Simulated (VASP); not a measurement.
# C (Fd-3m) in VASP: a series of runs

C is run at these levels: LDA; tasks: single point.

Everything below comes from runs of VASP 6.6.1. Logs are shortened: lines on timing, memory, paths and dates and some standing lists are left out, and cuts for length are marked.

**1. The cell of the first run**

It takes space group Fd-3m (No. 227, cubic). Conventional cell: a = 3.532 Å, b = 3.532 Å, c = 3.532 Å, α = 90.00°, β = 90.00°, γ = 90.00°. C (site symmetry -43m) has 4 C at 1.53 Å within 2.0 Å.

**2. Single point, LDA**

The input, INCAR:

```
SYSTEM = C
PREC = Accurate
ENCUT = 520
EDIFF = 1E-6
ISMEAR = -1
SIGMA = 0.1
LREAL = .FALSE.
LASPH = .TRUE.
NELM = 60
ALGO = Normal
ISIF = 2
LWAVE = .FALSE.
LCHARG = .FALSE.
GGA = CA
NBANDS = 11
ISYM = 0
```

The input, KPOINTS:

```
regular mesh
0
G
  17 17 12
  0 0 0
```

The input, POSCAR:

```
C
1.0
   -1.2486555249      1.2486533428      1.7658159437
    1.2486533428     -1.2486555249      1.7658159437
    1.2486555268      1.2486555268     -1.7658199403
C
2
Direct
    0.0000001058      0.9999998942      1.0000000000
    0.7499998942      0.2500001058      0.5000000000
```

Potentials or basis: VASP PAW LDA potentials, release 64 (C).

The run is started by

```sh
> cat potpaw_LDA.64/C/POTCAR > POTCAR
> mpirun -np 1 vasp_std > vasp.out
```

OUTCAR:

```text
SYSTEM = C
   PREC = Accurate
   ENCUT = 520
   EDIFF = 1E-6
   ISMEAR = -1
   LREAL = .FALSE.
   LASPH = .TRUE.
   NELM = 60
   ISIF = 2
   GGA = CA
   ISYM = 0

 ion  position               nearest neighbor table
   1  0.000  1.000  0.000-   2 1.53   2 1.53   2 1.53   2 1.53
   2  0.750  0.250  0.500-   1 1.53   1 1.53   1 1.53   1 1.53

IMPORTANT INFORMATION: All symmetrisations will be switched off!
NOSYMM: (Re-)initialisation of all symmetry stuff for point group C_1.

----------------------------------------------------------------------------------------

                                     Primitive cell

  volume of cell :      11.0126

  direct lattice vectors                    reciprocal lattice vectors
    -1.248655525  1.248653343  1.765815944     0.000000453  0.400431498  0.283155466
     1.248653343 -1.248655525  1.765815944     0.400431498  0.000000453  0.283155466
     1.248655527  1.248655527 -1.765819940     0.400431045  0.400431045  0.000000495

  length of vectors
     2.497274862  2.497274862  2.497278781     0.490430834  0.490430834  0.566295014

  position of ions in fractional coordinates (direct lattice)
     0.000000106  0.999999894  0.000000000
     0.749999894  0.250000106  0.500000000

  ion indices of the primitive-cell ions
   primitive index   ion index
                 1           1
                 2           2

----------------------------------------------------------------------------------------

 KPOINTS: regular mesh

Automatic generation of k-mesh.
 Grid dimensions read from file:
 generate k-points for:   17   17   12

 Generating k-lattice:

  Cartesian coordinates                     Fractional coordinates (reciprocal lattice)
     0.000000027  0.023554794  0.016656204     0.058823529  0.000000000  0.000000000
     0.023554794  0.000000027  0.016656204     0.000000000  0.058823529  0.000000000
     0.033369254  0.033369254  0.000000041     0.000000000  0.000000000  0.083333333

  Length of vectors
     0.028848873  0.028848873  0.047191251

  Shift w.r.t. Gamma in fractional coordinates (k-lattice)
     0.000000000  0.000000000  0.000000000

 -----------------------------------------------------------------------------
|                                                                             |
|           W    W    AA    RRRRR   N    N  II  N    N   GGGG   !!!           |
|           W    W   A  A   R    R  NN   N  II  NN   N  G    G  !!!           |
|           W    W  A    A  R    R  N N  N  II  N N  N  G       !!!           |
|           W WW W  AAAAAA  RRRRR   N  N N  II  N  N N  G  GGG   !            |
|           WW  WW  A    A  R   R   N   NN  II  N   NN  G    G                |
|           W    W  A    A  R    R  N    N  II  N    N   GGGG   !!!           |
|                                                                             |
|     Your reciprocal lattice and k-lattice belong to different lattice       |
|     classes:                                                                |
|                                                                             |
|        The reciprocal lattice is body-centered tetragonal,                  |
|        whereas your k-lattice is base-centered monoclinic.                  |
|                                                                             |
|     Results are often still useful ...                                      |
|                                                                             |
 -----------------------------------------------------------------------------

 WARNING: IBZKPT: internal override: KBLOWUP is changed to .FALSE.
      ... skipping the blow-up phase ...

 Subroutine IBZKPT returns following result:
 ===========================================

 Found   1735 irreducible k-points:

 Following reciprocal coordinates:
            Coordinates               Weight
  0.000000  0.000000  0.000000      1.000000
  0.058824 -0.000000 -0.000000      2.000000
  0.117647 -0.000000  0.000000      2.000000
  0.176471 -0.000000  0.000000      2.000000
  0.235294 -0.000000  0.000000      2.000000
  0.294118 -0.000000 -0.000000      2.000000
[... 16 lines left out ...]
 -0.235294  0.058824  0.000000      2.000000
 -0.176471  0.058824 -0.000000      2.000000
 [... further k-points ...]
   k-points           NKPTS =   1735   k-points in BZ     NKDIM =   1735   number of bands    NBANDS=     11
   number of dos      NEDOS =    301   number of ions     NIONS =      2
   total plane-waves  NPLWV =   8000
   dimension x,y,z NGX =    20 NGY =   20 NGZ =   20
   dimension x,y,z NGXF=    40 NGYF=   40 NGZF=   40
   ions per type =               2
   NGX,Y,Z   is equivalent  to a cutoff of  13.31, 13.31, 13.31 a.u.
   NGXF,Y,Z  is equivalent  to a cutoff of  26.63, 26.63, 26.63 a.u.
 SYSTEM =  C
   PREC   = accura    normal or accurate (medium, high low for compatibility)
   ISTART =      0    job   : 0-new  1-cont  2-samecut
   ICHARG =      2    charge: 1-file 2-atom 10-const
   ISPIN  =      1    spin polarized calculation?
   LNONCOLLINEAR =      F non collinear calculations
   LSORBIT =      F    spin-orbit coupling
   LASPH  =      T    aspherical Exc in radial PAW
   ENCUT  =  520.0 eV  38.22 Ry    6.18 a.u.   4.64  4.64  4.64*2*pi/ulx,y,z
   NELM   =     60;   NELMIN=  2; NELMDL= -5     # of ELM steps
   EDIFF  = 0.1E-05   stopping-criterion for ELM
   LREAL  =      F    real-space projection
   EDIFFG = 0.1E-04   stopping-criterion for IOM
   NSW    =      0    number of steps for IOM
   IBRION =     -1    ionic relax: 0-MD 1-quasi-New 2-CG
   NFREE  =      0    steps in history (QN), initial steepest desc. (CG)
   ISIF   =      2    stress and relaxation
   ISYM   =      0    0-nonsym 1-usesym 2-fastsym
   POTIM  = 0.5000    time-step for ionic-motion
   TEBEG  =    0.0;   TEEND  =   0.0 temperature during run
   PSTRESS=    0.0 pullay stress
   NELECT =       8.0000    total number of electrons
   NUPDOWN=      -1.0000    fix difference up-down
   EMIN   =  10.00;   EMAX   =-10.00  energy-range for DOS
   EFERMI =   0.00;   METHOD = LEGACY
   ISMEAR =    -1;   SIGMA  =   0.10  broadening in eV -4-tet -1-fermi 0-gaus
   EFERMI_NEDOS =   21; number of points for ismear=-14 and -15
   IALGO  =     38    algorithm
   IMIX   =      4    mixing-type and parameters
     AMIX     =   0.40;   BMIX     =  1.00
     AMIX_MAG =   1.60;   BMIX_MAG =  1.00
  volume/ion in A,a.u.               =       5.51        37.16
  Fermi-wavevector in a.u.,A,eV,Ry     =   1.471662  2.781039 29.467362  2.165790
  Thomas-Fermi vector in A             =   2.586771
   LORBIT       =      0    0 simple, 1 ext, 2 COOP (PROOUT), +10 PAW based schemes
   GGA     = CA    functional components
   LHFCALC =     F    Hartree Fock is set to
   AEXX    =    0.0000 exact exchange contribution
   IVDW    =     0    specifies the selected vdW correction
   LEPSILON=     F    determine dielectric tensor
   LRPA    =     F    only Hartree local field effects (RPA)
 non-spin polarized calculation
  energy-cutoff  :      520.00
  volume of cell :       11.01
 maximum number of plane-waves:       310
   NGX =  9   NGY =  9   NGZ =  9

 number of electron       7.9999998 magnetization

 Free energy of the ion-electron system (eV)
  ---------------------------------------------------
  ext. energy  EPLUGINS =         0.00000000
  ---------------------------------------------------
  free energy    TOTEN  =       -20.24521716 eV

  energy without entropy =      -20.24521716  energy(sigma->0) =      -20.24521716

 E-fermi :  12.0717     XC(G=0): -13.6434

 val. band max:       10.1622910807   @ k =   0.0000   0.0000   0.0000
 cond. band min:      14.3349812188   @ k =  -0.3529   0.3529   0.0000
 fundamental gap:      4.1726901381
 Fermi energy:        12.0716895088

 k-point     1 :       0.0000    0.0000    0.0000
  band No.  band energies     occupation
      1     -11.5554      2.00000
      2      10.1619      2.00000
      3      10.1619      2.00000
      4      10.1623      2.00000
      5      15.7878      0.00000
      6      15.7881      0.00000
      7      15.7881      0.00000
      8      24.4014      0.00000
      9      29.5585      0.00000
     10      37.1247      0.00000
     11      37.1261      0.00000

 k-point     2 :       0.0588   -0.0000   -0.0000
  band No.  band energies     occupation
      1     -11.4576      2.00000
      2       9.4978      2.00000
      3       9.9878      2.00000
      4       9.9881      2.00000
      5      16.0151      0.00000
      6      16.0154      0.00000
      7      16.2072      0.00000
      8      24.4561      0.00000
      9      29.7206      0.00000
     10      35.4748      0.00000
     11      35.4759      0.00000

 k-point     3 :       0.1176   -0.0000    0.0000
  band No.  band energies     occupation
      1     -11.1650      2.00000
      2       7.9444      2.00000
      3       9.5545      2.00000
      4       9.5548      2.00000
      5      16.5846      0.00000
      6      16.5848      0.00000
      7      17.0490      0.00000
      8      24.6148      0.00000
      9      30.1318      0.00000
     10      33.9874      0.00000
     11      33.9884      0.00000

 k-point     4 :       0.1765   -0.0000    0.0000
  band No.  band energies     occupation
      1     -10.6791      2.00000
      2       6.0284      2.00000
      3       9.0193      2.00000
      4       9.0196      2.00000
      5      17.2772      0.00000
      6      17.2773      0.00000
      7      17.8597      0.00000
      8      24.8612      0.00000
      9      30.5935      0.00000
     10      33.0345      0.00000
     11      33.0352      0.00000
[... 239 lines left out ...]
 k-point    22 :      -0.2941    0.0588    0.0000
  band No.  band energies     occupation
      1      -9.3646      2.00000
      2       2.6898      2.00000
      3       7.5981      2.00000
      4       8.2470      2.00000
      5      17.6042      0.00000
      6      18.9578      0.00000
      7      19.1684      0.00000
      8      24.9135      0.00000
      9      31.1515      0.00000
     10      31.7216      0.00000
     11      34.3327      0.00000

 k-point    23 :      -0.2353    0.0588    0.0000
  band No.  band energies     occupation
      1     -10.1635      2.00000
      2       4.7065      2.00000
      3       8.0241      2.00000
      4       8.7794      2.00000
      5      17.0236      0.00000
      6      18.5109      0.00000
      7      18.6677      0.00000
      8      24.6952      0.00000
      9      30.9531      0.00000
     10      31.4237      0.00000
     11      34.2549      0.00000

 k-point    24 :      -0.1765    0.0588   -0.0000
  band No.  band energies     occupation
      1     -10.7760      2.00000
      2       6.6830      2.00000
      3       8.5472      2.00000
      4       9.2963      2.00000
      5      16.3671      0.00000
      6      17.8499      0.00000
      7      17.9882      0.00000
      8      24.5654      0.00000
      9      30.5840      0.00000
     10      31.7031      0.00000
     11      34.8154      0.00000

 [... further k-points ...]
[... 5 lines left out ...]
  --------------------------------------------------------------------------------------
  -------------------------------------------------------------------------------------
  Total        0.1119638      0.1119648      0.1137685      0.0000025      0.0000916      0.0000920
  in kB       16.2891444     16.2892938     16.5517074      0.0003662      0.0133214      0.0133830
  external PRESSURE =      16.3767152 kB  Pullay stress =       0.0000000 kB

 VOLUME and BASIS-vectors are now :
 -----------------------------------------------------------------------------
  energy-cutoff  :      520.00
  volume of cell :       11.01
      direct lattice vectors                 reciprocal lattice vectors
    -1.248655525  1.248653343  1.765815944     0.000000453  0.400431498  0.283155466
     1.248653343 -1.248655525  1.765815944     0.400431498  0.000000453  0.283155466
     1.248655527  1.248655527 -1.765819940     0.400431045  0.400431045  0.000000495

 POSITION                                       TOTAL-FORCE (eV/Angst)
 -----------------------------------------------------------------------------------
      1.24865     -1.24866      1.76582         0.000037     -0.000037     -0.000000
     -0.00000      1.24865      0.88291        -0.000037      0.000037      0.000000
 -----------------------------------------------------------------------------------
    total drift:                               -0.000000     -0.000000      0.000000

  FREE ENERGIE OF THE ION-ELECTRON SYSTEM (eV)
  ---------------------------------------------------
  free  energy   TOTEN  =       -20.2452171608 eV

  energy  without entropy=      -20.2452171607  energy(sigma->0) =      -20.24521716
```

Run time: 65 s. Hardware: 1 thread of Intel Xeon 6975P-C (Granite Rapids), shared host; peak memory 0.26 GiB.

Results:

* Free energy: -20.2452 eV
* Pressure: 1.6 GPa
* Band gap on the k mesh: 4.17 eV (least direct gap 5.63 eV)

**3. Single point, LDA (4.85 Å³/atom)**

This run uses another cell than the first one, of 4.85 Å³/atom.

The input, INCAR:

```
SYSTEM = C
ALGO = Normal ; EDIFF = 1E-6
ENCUT = 520 ; GGA = CA
ISIF = 2 ; ISMEAR = -1
ISYM = 0 ; LASPH = .True.
LCHARG = .False. ; LREAL = .False.
LWAVE = .False. ; NBANDS = 11
NELM = 80 ; PREC = Accurate
SIGMA = 0.1
```

The input, KPOINTS:

```
k-points
0
Gamma
  17 17 20
  0 0 0
```

The input, POSCAR:

```
C
1.0
   -1.1965665754      1.1965644842      1.6921531153
    1.1965644842     -1.1965665754      1.6921531153
    1.1965665771      1.1965665771     -1.6921569452
C
2
Direct
    0.0000001058      0.9999998942      1.0000000000
    0.7499998942      0.2500001058      0.5000000000
```

Potentials or basis: VASP PAW LDA potentials, release 64 (C).

The run is started by

```sh
> cat potpaw_LDA.64/C/POTCAR > POTCAR
> mpirun -np 1 vasp_std > vasp.out
```

Run time: 87 s. Hardware: 1 thread of Intel Xeon 6975P-C (Granite Rapids), shared host; peak memory 0.34 GiB.

Results (log left out):

* Free energy: -19.9447 eV
* Pressure: 77.6 GPa
* Band gap on the k mesh: 4.50 eV (least direct gap 5.99 eV)

Levels at points of the mesh, in eV from the valence-band top:
```
           k point  band 2  band 3  band 4  band 5  band 6  band 7
(0.00, 0.00, 0.00)    0.00    0.00    0.00    5.99    5.99    5.99
(0.00, 0.00, 0.50)  -13.80   -7.30   -7.30    5.06    5.06   19.15
```

Caveat: the cell stands under pressure.
